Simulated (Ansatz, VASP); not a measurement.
Given: the input of a run of Ansatz 0.2.0 on InPd.

input

```
crystal:
  lattice:
    - [3.27188478, 0.0, 0.0]
    - [0.0, 3.27188478, 0.0]
    - [0.0, 0.0, 3.27188478]
  atoms:
    - { symbol: In, position: [0.0, 0.0, 0.0] }
    - { symbol: Pd, position: [0.5, 0.5, 0.5] }
hamiltonian:
  xc: hse06
  pseudopotentials: { kind: paw }
kpoints:
  mp_grid: { grid: [6, 6, 6] }
scf:
  occupations: { method: fermi_dirac, width: 0.05 }
output:
  forces: true
  stress: true
  eigenvalues: true
```

Question: Translate it to VASP 6.6.1. Potentials there: VASP PAW PBE potentials, release 64 (In_d, Pd).

Answer: As run (the cutoff follows the program's own potentials):

POSCAR

```
InPd
1.0
    3.2718847800      0.0000000000      0.0000000000
    0.0000000000      3.2718847800      0.0000000000
    0.0000000000      0.0000000000      3.2718847800
In Pd
1 1
Direct
    0.0000000000      0.0000000000      0.0000000000
    0.5000000000      0.5000000000      0.5000000000
```

Contents of INCAR.step1:

```
SYSTEM = InPd
PREC     = Accurate       ! precision mode
ENCUT    = 520            ! plane-wave cutoff, eV
EDIFF    = 1E-5           ! SCF threshold, eV
ISMEAR   = -1             ! smearing method
SIGMA    = 0.05           ! smearing width, eV
LREAL    = .False.        ! projectors in reciprocal space
LASPH    = .True.         ! aspherical terms in the spheres
NELM     = 100            ! most SCF steps
ALGO     = Normal         ! electronic algorithm
ISIF     = 2              ! what is computed and relaxed
LWAVE    = .True.         ! write WAVECAR
NBANDS   = 18             ! bands
GGA      = PE             ! functional
```

File INCAR.step2:

```
SYSTEM = InPd
PREC     = Accurate       ! precision mode
ENCUT    = 520            ! plane-wave cutoff, eV
EDIFF    = 1E-6           ! SCF threshold, eV
ISMEAR   = -1             ! smearing method
SIGMA    = 0.05           ! smearing width, eV
LREAL    = .False.        ! projectors in reciprocal space
LASPH    = .True.         ! aspherical terms in the spheres
NELM     = 100            ! most SCF steps
ALGO     = Normal         ! electronic algorithm
ISIF     = 2              ! what is computed and relaxed
LWAVE    = .False.        ! write WAVECAR
LCHARG   = .True.         ! write CHGCAR
GGA      = PE             ! functional
LHFCALC  = .True.         ! exact exchange
HFSCREEN = 0.2079         ! screening, 1/A
PRECFOCK = Normal       
LELF     = .True.         ! ELF
LVHAR    = .True.       
NBANDS   = 18             ! bands
ISTART   = 1
```

The input KPOINTS:

```
Automatic mesh
0
Gamma
  6 6 6
  0 0 0
```

Potentials or basis: VASP PAW PBE potentials, release 64 (In_d, Pd).

The run is started by

```console
$ cat potpaw_PBE.64/In_d/POTCAR potpaw_PBE.64/Pd/POTCAR > POTCAR
$ cp INCAR.step1 INCAR
$ mpirun -np 1 vasp_std > vasp.out
$ cp INCAR.step2 INCAR
$ mpirun -np 1 vasp_std > vasp.out
```

Both were run:

|  | VASP | Ansatz | Ansatz less VASP |
| --- | --- | --- | --- |
| gap on the k mesh at the Fermi level (eV) | none | none | - |
| pressure (GPa) | 0.2 | 0.0 | -0.27 |

A gap of «none» marks a metal or a gap that the smearing closes. With one functional, cell and mesh, what is left measures potentials, basis and numerics. VASP's potentials hold 23 valence electrons a cell and Ansatz's 31, so a difference there can come from the potentials and not from the codes.
